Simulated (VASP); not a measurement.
Wanted: the native input for a VASP 6.6.1 run.

```yaml
Task: single point
Functional: PBE
Potentials_or_basis: VASP PAW PBE potentials, release 64 (Zn, O)
Cutoff: 520 eV
k_mesh: 8 × 8 × 8
Occupations: gaussian, width 0.1 eV
Spin: no spin polarisation
Dipole_correction: no
Further_INCAR_settings: ALGO = Normal; EDIFF = 1e-06; NBANDS = 16
```

The structure of ZnO lies in POSCAR:

```
ZnO
1.0
    0.0000000000      2.1646095089      2.1646095089
    2.1646095089      0.0000000000      2.1646095089
    2.1646095089      2.1646095089      0.0000000000
Zn O
1 1
Direct
    0.0000000000      0.0000000000      0.0000000000
    0.5000000000      0.5000000000      0.5000000000
```

The input as run:

INCAR

```
ALGO = Normal ; EDIFF = 1E-6
ENCUT = 520 ; GGA = PE
ISIF = 2 ; ISMEAR = 0
LASPH = T ; LCHARG = F
LREAL = F ; LWAVE = F
NBANDS = 16 ; NELM = 60
PREC = Accurate ; SIGMA = 0.1
```

KPOINTS

```
k-points
0
Gamma
  8 8 8
```

Potentials or basis: VASP PAW PBE potentials, release 64 (Zn, O).

Run with:

```sh
$ cat potpaw_PBE.64/Zn/POTCAR potpaw_PBE.64/O/POTCAR > POTCAR
$ mpirun -np 1 vasp_std > vasp.out
```

It gave:

* Pressure: 1.0 GPa
* Band gap on the k mesh: 0.72 eV (least direct gap 1.96 eV)

Run time: 7.8 s on 1 thread of Intel(R) Xeon(R) Platinum 8259CL CPU @ 2.50GHz (Skylake/Cascade Lake), on a shared host, peak memory 0.14 GiB.
